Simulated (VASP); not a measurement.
Runs of VASP 6.6.1 on Ba. The structure is that of space group Fm-3m (No. 225), or close to it. The cells are those of the table. This isn't the form of Ba at room conditions, which is bcc.

```csv
task,spin,cell,k mesh,cutoff (eV),gap on the mesh (eV),pressure (GPa)
single point,off,"a = 4.494 Å, angles 60.0°, 1 atom",14 × 14 × 14,520,none,0.1
single point,off,"a = 4.494 Å, angles 60.0°, 1 atom",9 × 9 × 9,520,none,0.1
single point,off,"a = 4.611 Å, angles 60.0°, 1 atom",14 × 14 × 14,520,none,-0.5
relaxation of cell and atoms,off,"relaxed from a = 4.454 Å, angles 60.0°, 1 atom",9 × 9 × 9,600,none,0.0
single point,"non-collinear, zero start, SOC","a = 4.494 Å, angles 60.0°, 1 atom",9 × 9 × 9,520,-,0.0
single point,off,"a = 4.371 Å, angles 60.0°, 1 atom",14 × 14 × 14,520,none,0.8
single point,off,"a = 4.306 Å, angles 60.0°, 1 atom",14 × 14 × 14,520,none,1.3
single point,off,"a = 4.667 Å, angles 60.0°, 1 atom",14 × 14 × 14,520,none,-0.8
single point,off,"a = 4.433 Å, angles 60.0°, 1 atom",14 × 14 × 14,520,none,(a)
single point,off,"a = 4.553 Å, angles 60.0°, 1 atom",14 × 14 × 14,520,none,(b)
```

Alike in all rows: level PBE; potentials or basis VASP PAW PBE potentials, release 64 (Ba_sv); smearing fermi-dirac 0.1 eV.

Question: Fill in the values left out.

Answer: (a) 0.4; (b) -0.3.

Caveats: spin-orbit coupling is left out, which moves the levels of the heavy elements (at least some runs).

A k mesh can miss the band edges, and rows without SOC leave out spin-orbit coupling on Ba.

A gap of «none» marks levels without a gap at the run's occupations.
